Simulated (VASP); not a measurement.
# Al (a cell with a defect) in VASP: single point with PBE

Aim: the single point of Al (a cell with a defect) with PBE.

All numbers are computed with VASP 6.6.1; they aren't measurements. Logs are shortened: lines on timing, memory, paths and dates and some standing lists are left out, and cuts for length are marked.

### 1 The cell of the first run

The cell holds a defect, 31 atoms: a = 8.100 Å, b = 8.100 Å, c = 8.100 Å, α = 90.00°, β = 90.00°, γ = 90.00°.

### 2 Single point, PBE

Contents of INCAR:

```
SYSTEM = Al
  PREC = Accurate
  ENCUT = 520
  EDIFF = 1E-6
  ISMEAR = 0
  SIGMA = 0.05
  LREAL = Auto
  LASPH = .TRUE.
  NELM = 80
  ALGO = Normal
  ISIF = 2
  LWAVE = .FALSE.
  LCHARG = .FALSE.
  GGA = PE
  NBANDS = 68
```

Contents of KPOINTS:

```
Automatic mesh
0
G
  3 3 3
  0 0 0
```

Contents of POSCAR:

```
Al
1.0
    8.1000000000      0.0000000000      0.0000000000
    0.0000000000      8.1000000000      0.0000000000
    0.0000000000      0.0000000000      8.1000000000
Al
31
Direct
    0.4976438272      0.0038227160      0.0000093827
    0.7469783951      0.2516606173      0.0000104938
    0.7507398765     -0.0006377778      0.2507748148
    0.0012629630      0.0019570370      0.0000076543
    0.4595412346      0.4602556790      0.0000155556
    0.7478067901      0.7484937037      0.0000065432
    0.2495275309      0.0022081481      0.2469496296
    0.5004874074      0.2453837037      0.2590460494
    0.7458985185      0.5014290123      0.2464485185
    0.5013786420     -0.0067624691      0.5000083951
    0.7532908642      0.2506243210      0.5000008642
    0.7507440741     -0.0006392593      0.7492417284
    0.0031503704      0.4983232099      0.0000103704
    0.2509653086      0.7476824691      0.0000114815
    0.0015258025      0.2502155556      0.2469503704
    0.2446865432      0.5012002469      0.2590662963
    0.5007441975      0.7465862963      0.2464543210
   -0.0000865432      0.0006045679      0.5000091358
    0.2479712346      0.2486687654      0.5000148148
    0.5013919753      0.5020735802      0.5000122222
    0.7498014815      0.7504979012      0.5000081481
    0.2495267901      0.0022177778      0.7530739506
    0.5005081481      0.2453779012      0.7409687654
    0.7458976543      0.5014304938      0.7535717284
   -0.0013387654      0.7514309877      0.2507728395
   -0.0074643210      0.5020701235      0.5000107407
    0.2499354321      0.7539919753      0.5000139506
    0.0015169136      0.2502158025      0.7530683951
    0.2446911111      0.5011933333      0.7409595062
    0.5007390123      0.7465867901      0.7535670370
   -0.0013291358      0.7514314815      0.7492460494
```

Potentials or basis: VASP PAW PBE potentials, release 64 (Al).

Started as:

```console
$ cat potpaw_PBE.64/Al/POTCAR > POTCAR
$ mpirun -np 1 vasp_std > vasp.out
```

OUTCAR:

```text
SYSTEM = Al
   PREC = Accurate
   ENCUT = 520
   EDIFF = 1E-6
   ISMEAR = 0
   LREAL = Auto
   LASPH = .TRUE.
   NELM = 80
   ISIF = 2
   GGA = PE

 ion  position               nearest neighbor table
   1  0.498  0.004  0.000-  22 2.84   7 2.84   2 2.85  23 2.87   8 2.87  14 2.88  30 2.89  17 2.89
                             3 2.89  12 2.89   6 2.90
   2  0.747  0.252  0.000-   9 2.84  24 2.84   1 2.85  28 2.87  15 2.87   5 2.88  13 2.88   3 2.88
                            12 2.88   4 2.89  23 2.90   8 2.90
   3  0.751  0.999  0.251-  25 2.84   8 2.84  21 2.85  18 2.85  10 2.86  11 2.87   4 2.87   6 2.87
                            15 2.87  17 2.88   2 2.88   1 2.89
   4  0.001  0.002  0.000-  22 2.84  28 2.84  15 2.84   7 2.84  12 2.87  31 2.87   3 2.87  25 2.87
                            14 2.89   2 2.89   6 2.90
   5  0.460  0.460  0.000-   8 2.75  16 2.75  29 2.75  23 2.75  14 2.88   2 2.88  17 3.08  30 3.08
                             9 3.08  24 3.08   6 3.30
   6  0.748  0.748  0.000-  24 2.83   9 2.83  30 2.83  17 2.83  25 2.87  31 2.87  12 2.87   3 2.87
                             1 2.90  13 2.90   4 2.90   5 3.30
   7  0.250  0.002  0.247-   8 2.83   1 2.84   4 2.84  15 2.84  19 2.86  27 2.87  14 2.87  25 2.87
                            18 2.88  10 2.89  17 2.90
   8  0.500  0.245  0.259-   5 2.75  10 2.83  19 2.83  11 2.83   7 2.83   3 2.84  20 2.85   1 2.87
                             9 2.87   2 2.90  16 2.93
   9  0.746  0.501  0.246-  17 2.81   6 2.83   2 2.84  20 2.85  26 2.87   8 2.87  21 2.88  25 2.88
[... 31 lines left out ...]
  25  0.999  0.751  0.251-   3 2.84  16 2.84  21 2.85  18 2.85  26 2.86  27 2.87   4 2.87   6 2.87
                             7 2.87   9 2.88  14 2.88  13 2.89
  26  0.993  0.502  0.500-  11 2.81  21 2.81  16 2.82  29 2.83  31 2.86  25 2.86  24 2.87   9 2.87
                            28 2.89  15 2.89  19 2.91  27 2.92
  27  0.250  0.754  0.500-  10 2.81  16 2.83  29 2.83  18 2.84  31 2.87  25 2.87   7 2.87  22 2.87
                            20 2.88  30 2.89  17 2.89  26 2.92
  28  0.002  0.250  0.753-  29 2.83  13 2.84   4 2.84  22 2.84  19 2.86  11 2.87   2 2.87  12 2.87
                            18 2.88  26 2.89  24 2.90
  29  0.245  0.501  0.741-   5 2.75  26 2.83  19 2.83  27 2.83  28 2.83  31 2.84  20 2.85  13 2.87
                            30 2.87  14 2.90  23 2.93
  30  0.501  0.747  0.754-  24 2.81   6 2.83  14 2.84  20 2.85  10 2.87  29 2.87  21 2.88  12 2.88
                             1 2.89  27 2.89  22 2.90   5 3.08
  31  0.999  0.751  0.749-  12 2.84  29 2.84  21 2.85  18 2.85  26 2.86  27 2.87   4 2.87   6 2.87
                            22 2.87  24 2.88  14 2.88  13 2.89

  LATTYP: Found a simple cubic cell.
 ALAT       =     8.1000000000

  Lattice vectors:

 A1 = (   8.1000000000,   0.0000000000,   0.0000000000)
 A2 = (   0.0000000000,   8.1000000000,   0.0000000000)
 A3 = (   0.0000000000,   0.0000000000,   8.1000000000)

Analysis of symmetry for initial positions (statically):
=====================================================================
 Subroutine PRICEL returns:
 Original cell was already a primitive cell.

 Routine SETGRP: Setting up the symmetry group for a
[... 184 lines left out ...]
   IALGO  =     38    algorithm
   IMIX   =      4    mixing-type and parameters
     AMIX     =   0.40;   BMIX     =  1.00
     AMIX_MAG =   1.60;   BMIX_MAG =  1.00
  volume/ion in A,a.u.               =      17.14       115.69
  Fermi-wavevector in a.u.,A,eV,Ry     =   0.915695  1.730412 11.408446  0.838497
  Thomas-Fermi vector in A             =   2.040466
   LORBIT       =      0    0 simple, 1 ext, 2 COOP (PROOUT), +10 PAW based schemes
   GGA     = PE    functional components
   LHFCALC =     F    Hartree Fock is set to
   AEXX    =    0.0000 exact exchange contribution
   IVDW    =     0    specifies the selected vdW correction
   LEPSILON=     F    determine dielectric tensor
   LRPA    =     F    only Hartree local field effects (RPA)
 non-spin polarized calculation
 Gauss-broadening in eV      SIGMA  =   0.05
  energy-cutoff  :      520.00
  volume of cell :      531.44
 maximum number of plane-waves:     14358
   NGX = 31   NGY = 31   NGZ = 31

 number of electron      92.9999999 magnetization

 Free energy of the ion-electron system (eV)
  ---------------------------------------------------
  ext. energy  EPLUGINS =         0.00000000
  ---------------------------------------------------
  free energy    TOTEN  =      -115.78585717 eV

  energy without entropy =     -115.77098799  energy(sigma->0) =     -115.77842258

 E-fermi :   7.4506     XC(G=0): -10.0301

 val. band max:        7.4237505979   @ k =   0.3333  -0.3333   0.3333
 cond. band min:       7.4682182483   @ k =  -0.3333  -0.3333   0.3333
 fundamental gap:      0.0444676504
 Fermi energy:         7.4505765362

 k-point     1 :       0.0000    0.0000    0.0000
  band No.  band energies     occupation
      1      -3.3667      2.00000
      2      -1.2388      2.00000
      3      -1.2191      2.00000
      4      -1.1695      2.00000
      5      -1.1684      2.00000
      6      -1.1107      2.00000
[... 843 lines left out ...]
     57       9.2707      0.00000
     58       9.4853      0.00000
 [bands above 58 left out]

------------------------ aborting loop because EDIFF is reached ----------------------------------------

  FORCE on cell =-STRESS in cart. coord.  units (eV):
  Direction    XX          YY          ZZ          XY          YZ          ZX
  --------------------------------------------------------------------------------------
  -------------------------------------------------------------------------------------
  Total       -3.8489909     -3.8337148     -2.4479868     -0.3093768      0.0001023     -0.0009896
  in kB      -11.6038580    -11.5578040     -7.3801398     -0.9327028      0.0003084     -0.0029836
  external PRESSURE =     -10.1806006 kB  Pullay stress =       0.0000000 kB

 VOLUME and BASIS-vectors are now :
 -----------------------------------------------------------------------------
  energy-cutoff  :      520.00
  volume of cell :      531.44
      direct lattice vectors                 reciprocal lattice vectors
     8.100000000  0.000000000  0.000000000     0.123456790  0.000000000  0.000000000
     0.000000000  8.100000000  0.000000000     0.000000000  0.123456790  0.000000000
     0.000000000  0.000000000  8.100000000     0.000000000  0.000000000  0.123456790

 POSITION                                       TOTAL-FORCE (eV/Angst)
 -----------------------------------------------------------------------------------
      4.03092      0.03096      0.00008        -0.001939     -0.018467      0.000583
      6.05053      2.03845      0.00008         0.008235     -0.039243     -0.000066
      6.08099      8.09483      2.03128        -0.012747     -0.015225      0.010841
      0.01023      0.01585      0.00006        -0.010483     -0.009246      0.000025
      3.72228      3.72807      0.00013         0.427733      0.424655     -0.000175
      6.05723      6.06280      0.00005        -0.017316     -0.016053     -0.000023
[... 23 lines left out ...]
      4.05599      6.04735      6.10389        -0.021422     -0.013307      0.004372
      8.08923      6.08660      6.06889        -0.014691     -0.013241     -0.010127
 -----------------------------------------------------------------------------------
    total drift:                                0.005536      0.009551      0.000603

  FREE ENERGIE OF THE ION-ELECTRON SYSTEM (eV)
  ---------------------------------------------------
  free  energy   TOTEN  =      -115.7858571743 eV

  energy  without entropy=     -115.7709879921  energy(sigma->0) =     -115.77842258
```

It took 3.5 min on 1 thread of Intel Xeon 6975P-C (Granite Rapids), shared host; peak memory 0.63 GiB.

What came out:

```
Free energy            : -115.7859 eV
Pressure               : -1.0 GPa
Largest force          : 0.603 eV/Å
Band gap on the k mesh : zero (an odd number of electrons rules out a gap without spin polarisation)
```

Forces on the atoms (eV/Å):
```
Al  -0.002 -0.018  0.001
Al   0.008 -0.039  0.000
Al  -0.013 -0.015  0.011
Al  -0.010 -0.009  0.000
Al   0.428  0.425  0.000
Al  -0.017 -0.016  0.000
Al  -0.007 -0.013 -0.009
Al  -0.042  0.000 -0.054
Al  -0.012 -0.023 -0.003
Al  -0.006 -0.004  0.000
Al  -0.025 -0.013  0.000
Al  -0.013 -0.015 -0.011
Al  -0.018 -0.002  0.000
Al  -0.041  0.006  0.000
Al  -0.013 -0.006 -0.008
Al   0.001 -0.042 -0.055
Al  -0.022 -0.013 -0.005
Al  -0.013 -0.008  0.000
Al  -0.016 -0.015  0.000
Al  -0.010 -0.008  0.000
Al  -0.015 -0.009  0.000
Al  -0.007 -0.013  0.009
Al  -0.043  0.000  0.054
Al  -0.012 -0.023  0.003
Al  -0.014 -0.013  0.010
Al  -0.006 -0.010  0.000
Al  -0.012 -0.028  0.000
Al  -0.014 -0.006  0.008
Al   0.001 -0.041  0.055
Al  -0.021 -0.013  0.004
Al  -0.015 -0.013 -0.010
```

Stress tensor (GPa, compression positive):
```
-1.16 -0.09  0.00
-0.09 -1.16  0.00
 0.00  0.00 -0.74
```
